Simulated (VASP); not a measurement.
# HfN in VASP: further runs, part 2 of 3

VASP 6.6.1.

## 3. Electric field gradients, LDA

This run uses another cell than the first one, of 11.53 Å³/atom, 1.042 times its volume.

INCAR

```
SYSTEM = HfN
PREC = Accurate
ENCUT = 520
EDIFF = 1E-8
ISMEAR = -1
SIGMA = 0.03
LREAL = .False.
LASPH = .True.
NELM = 60
ALGO = Normal
ISIF = 2
LWAVE = .False.
LCHARG = .False.
LEFG = .True.
NBANDS = 14
```

KPOINTS

```
regular mesh
0
Gamma
  10 10 10
  0 0 0
```

POSCAR

```
HfN
1.0
    0.0000000000      2.2590000000      2.2590000000
    2.2590000000      0.0000000000      2.2590000000
    2.2590000000      2.2590000000      0.0000000000
Hf N
1 1
Direct
    0.0000000000      0.0000000000      0.0000000000
    0.5000000000      0.5000000000      0.5000000000
```

Potentials or basis: VASP PAW LDA potentials, release 64 (Hf_pv, N).

The run is started by

```
cat potpaw_LDA.64/Hf_pv/POTCAR potpaw_LDA.64/N/POTCAR > POTCAR
mpirun -np 1 vasp_std > vasp.out
```

OUTCAR:

```text
SYSTEM = HfN
   PREC = Accurate
   ENCUT = 520
   EDIFF = 1E-8
   ISMEAR = -1
   LREAL = .False.
   LASPH = .True.
   NELM = 60
   ISIF = 2

 ion  position               nearest neighbor table
   1  0.000  0.000  0.000-   2 2.26   2 2.26   2 2.26   2 2.26   2 2.26   2 2.26
   2  0.500  0.500  0.500-   1 2.26   1 2.26   1 2.26   1 2.26   1 2.26   1 2.26

  LATTYP: Found a face centered cubic cell.
 ALAT       =     4.5180000000

  Lattice vectors:

 A1 = (   0.0000000000,   2.2590000000,   2.2590000000)
 A2 = (   2.2590000000,   0.0000000000,   2.2590000000)
 A3 = (   2.2590000000,   2.2590000000,   0.0000000000)

Analysis of symmetry for initial positions (statically):
=====================================================================
 Subroutine PRICEL returns:
 Original cell was already a primitive cell.

 Routine SETGRP: Setting up the symmetry group for a
 face centered cubic supercell.

 Subroutine GETGRP returns: Found 48 space group operations
 (whereof 48 operations were pure point group operations)
 out of a pool of 48 trial point group operations.

The static configuration has the point symmetry O_h .

Analysis of symmetry for dynamics (positions and initial velocities):
=====================================================================
 Subroutine PRICEL returns:
 Original cell was already a primitive cell.

 Routine SETGRP: Setting up the symmetry group for a
 face centered cubic supercell.

 Subroutine GETGRP returns: Found 48 space group operations
 (whereof 48 operations were pure point group operations)
 out of a pool of 48 trial point group operations.

The dynamic configuration has the point symmetry O_h .

 Subroutine INISYM returns: Found 48 space group operations
 (whereof 48 operations are pure point group operations),
 and found     1 'primitive' translations

----------------------------------------------------------------------------------------

                                     Primitive cell

  volume of cell :      23.0557

  direct lattice vectors                    reciprocal lattice vectors
     0.000000000  2.259000000  2.259000000    -0.221336875  0.221336875  0.221336875
     2.259000000  0.000000000  2.259000000     0.221336875 -0.221336875  0.221336875
     2.259000000  2.259000000  0.000000000     0.221336875  0.221336875 -0.221336875

  length of vectors
     3.194708437  3.194708437  3.194708437     0.383366713  0.383366713  0.383366713

  position of ions in fractional coordinates (direct lattice)
     0.000000000  0.000000000  0.000000000
     0.500000000  0.500000000  0.500000000

  ion indices of the primitive-cell ions
   primitive index   ion index
                 1           1
                 2           2

----------------------------------------------------------------------------------------

 KPOINTS: regular mesh

Automatic generation of k-mesh.
 Grid dimensions read from file:
[... 76 lines left out ...]
   NELECT =      15.0000    total number of electrons
   NUPDOWN=      -1.0000    fix difference up-down
   EMIN   =  10.00;   EMAX   =-10.00  energy-range for DOS
   EFERMI =   0.00;   METHOD = LEGACY
   ISMEAR =    -1;   SIGMA  =   0.03  broadening in eV -4-tet -1-fermi 0-gaus
   EFERMI_NEDOS =   21; number of points for ismear=-14 and -15
   IALGO  =     38    algorithm
   IMIX   =      4    mixing-type and parameters
     AMIX     =   0.40;   BMIX     =  1.00
     AMIX_MAG =   1.60;   BMIX_MAG =  1.00
  volume/ion in A,a.u.               =      11.53        77.79
  Fermi-wavevector in a.u.,A,eV,Ry     =   1.418553  2.680677 27.378918  2.012294
  Thomas-Fermi vector in A             =   2.539667
   LORBIT       =      0    0 simple, 1 ext, 2 COOP (PROOUT), +10 PAW based schemes
   GGA     = CA    functional components
   LHFCALC =     F    Hartree Fock is set to
   AEXX    =    0.0000 exact exchange contribution
   IVDW    =     0    specifies the selected vdW correction
   LEPSILON=     F    determine dielectric tensor
   LRPA    =     F    only Hartree local field effects (RPA)
 non-spin polarized calculation
  energy-cutoff  :      520.00
  volume of cell :       23.06
 maximum number of plane-waves:       636
   NGX = 11   NGY = 11   NGZ = 11

 number of electron      14.9999998 magnetization

 Free energy of the ion-electron system (eV)
  ---------------------------------------------------
  ext. energy  EPLUGINS =         0.00000000
  ---------------------------------------------------
  free energy    TOTEN  =       -23.83578813 eV

  energy without entropy =      -23.83310214  energy(sigma->0) =      -23.83444514

 E-fermi :   8.2191     XC(G=0): -12.9796

 val. band max:        8.1871288297   @ k =  -0.4000   0.3000   0.0000
 cond. band min:       8.2338315613   @ k =  -0.1000   0.1000   0.0000
 fundamental gap:      0.0467027315
 Fermi energy:         8.2191133541

 k-point     1 :       0.0000    0.0000    0.0000
  band No.  band energies     occupation
      1     -22.7360      2.00000
      2     -22.7360      2.00000
      3     -22.7360      2.00000
      4      -9.0438      2.00000
      5       5.2367      2.00000
      6       5.2367      2.00000
      7       5.2367      2.00000
      8       7.8048      2.00000
      9       7.8048      2.00000
     10       7.8048      2.00000
     11      10.1036      0.00000
     12      10.1036      0.00000
     13      10.1787      0.00000
     14      17.8459      0.00000
[... 377 lines left out ...]
      1     -23.4261      2.00000
      2     -23.0067      2.00000
      3     -22.9770      2.00000
      4      -7.6148      2.00000
      5       1.6676      2.00000
      6       3.6375      2.00000
      7       4.1312      2.00000
      8       5.7262      2.00000
      9      12.2283      0.00000
     10      12.7723      0.00000
     11      12.9056      0.00000
     12      13.0533      0.00000
     13      17.3371      0.00000
     14      19.3892      0.00000

 [... further k-points ...]
[... 5 lines left out ...]
  --------------------------------------------------------------------------------------
  -------------------------------------------------------------------------------------
  Total       -1.5246947     -1.5246947     -1.5246947      0.0000000      0.0000000      0.0000000
  in kB     -105.9533759   -105.9533759   -105.9533759      0.0000000      0.0000000      0.0000000
  external PRESSURE =    -105.9533759 kB  Pullay stress =       0.0000000 kB

 VOLUME and BASIS-vectors are now :
 -----------------------------------------------------------------------------
  energy-cutoff  :      520.00
  volume of cell :       23.06
      direct lattice vectors                 reciprocal lattice vectors
     0.000000000  2.259000000  2.259000000    -0.221336875  0.221336875  0.221336875
     2.259000000  0.000000000  2.259000000     0.221336875 -0.221336875  0.221336875
     2.259000000  2.259000000  0.000000000     0.221336875  0.221336875 -0.221336875

 POSITION                                       TOTAL-FORCE (eV/Angst)
 -----------------------------------------------------------------------------------
      0.00000      0.00000      0.00000         0.000000     -0.000000      0.000000
      2.25900      2.25900      2.25900        -0.000000      0.000000     -0.000000
 -----------------------------------------------------------------------------------
    total drift:                                0.000000     -0.000000     -0.000000

  FREE ENERGIE OF THE ION-ELECTRON SYSTEM (eV)
  ---------------------------------------------------
  free  energy   TOTEN  =       -23.8357881349 eV

  energy  without entropy=      -23.8331021365  energy(sigma->0) =      -23.83444514

 Electric field gradients (V/A^2)
---------------------------------------------------------------------
 ion       V_xx      V_yy      V_zz      V_xy      V_xz      V_yz
---------------------------------------------------------------------
   1       0.000    -0.000     0.000    -0.000    -0.000    -0.000
   2       0.000     0.000     0.000    -0.001    -0.001    -0.001
---------------------------------------------------------------------

 Electric field gradients after diagonalization (V/A^2)
 (convention: |V_zz| > |V_xx| > |V_yy|)
----------------------------------------------------------------------
 ion       V_xx      V_yy      V_zz     asymmetry (V_yy - V_xx)/ V_zz
----------------------------------------------------------------------
   1       0.000     0.000    -0.001       0.000
   2       0.001     0.001    -0.001       0.000
----------------------------------------------------------------------

           NMR quadrupolar parameters

 Cq : quadrupolar parameter    Cq=e*Q*V_zz/h
 eta: asymmetry parameters     (V_yy - V_xx)/ V_zz
 Q  : nuclear electric quadrupole moment in mb (millibarn)
----------------------------------------------------------------------
 ion       Cq(MHz)       eta       Q (mb)
----------------------------------------------------------------------
   1      -0.000       0.000       1.000
   2      -0.000       0.000       1.000
----------------------------------------------------------------------
```

Wall time 7.4 s (1 thread of Intel Xeon Platinum 8375C at 2.90GHz (Ice Lake), shared host); peak memory 0.13 GiB.

Results:

| Property | Result |
| --- | --- |
| Free energy | -23.8358 eV |
| Pressure | -10.6 GPa |

Caveat: without QUAD_EFG the Cq values of the log hold for a quadrupole moment of 1 mb, not for the nuclei; spin-orbit coupling is left out, which moves the levels of the heavy elements.

[end of part 2 of 3]
